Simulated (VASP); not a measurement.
The system is AgPdCl3.

```
Ag Pd Cl
1.0
     4.72791    0.00000    0.00000
     0.00000    4.72791    0.00000
     0.00000    0.00000    4.72791
Ag Pd Cl
1 1 3
Direct
  0.50000 0.50000 0.50000
  0.00000 0.00000 0.00000
  0.00000 0.50000 0.50000
  0.50000 0.00000 0.50000
  0.50000 0.50000 0.00000
```

| Quantity | Value |
| --- | --- |
| Program | VASP 6.6.1 |
| Task | relaxation of cell and atoms |
| Functional | PBE |
| Potentials or basis | VASP PAW PBE potentials, release 64 (Ag, Pd, Cl) |
| Cutoff | 600 eV |
| k mesh | 4 × 4 × 4 |
| Occupations | gaussian, width 0.1 eV |
| Spin | collinear spin |
| Starting moments | [0.0, 0.84, 0.0, 0.0, 0.0] μB |

At the start: pressure 9.6 GPa; volume 21.14 Å³/atom.

Problem. Where does the relaxation end?

Solution. Over 3 steps the energy falls by 97.4 meV/atom and the volume is 24.95 Å³/atom (+18.1 %); space group Pm-3m (No. 221, to 0.1 Å) before and after; moment 0.92 μB per cell.

The path:
| step | energy change (eV) | largest force (eV/Å) | pressure (GPa) | volume (Å³) |
| --- | --- | --- | --- | --- |
| 1 | 0.0000 | 0.0000 | 9.64 | 105.68 |
| 2 | -0.4853 | 0.0000 | -0.43 | 126.36 |
| 3 | -0.4872 | 0.0000 | 0.05 | 124.77 |

Final structure:
```cif
data_structure
_symmetry_space_group_name_H-M 'P 1'
_symmetry_Int_Tables_number 1
_cell_length_a 4.9969
_cell_length_b 4.9969
_cell_length_c 4.9969
_cell_angle_alpha 90.000
_cell_angle_beta 90.000
_cell_angle_gamma 90.000
_cell_volume 124.77
loop_
_atom_site_label
_atom_site_type_symbol
_atom_site_fract_x
_atom_site_fract_y
_atom_site_fract_z
_atom_site_occupancy
Ag1 Ag 0.50000 0.50000 0.50000 1
Pd1 Pd 0.00000 0.00000 0.00000 1
Cl1 Cl 0.00000 0.50000 0.50000 1
Cl2 Cl 0.50000 0.00000 0.50000 1
Cl3 Cl 0.50000 0.50000 0.00000 1
```

Caveat: the volume moved by over 15 % at a fixed basis, so the end points are rough.
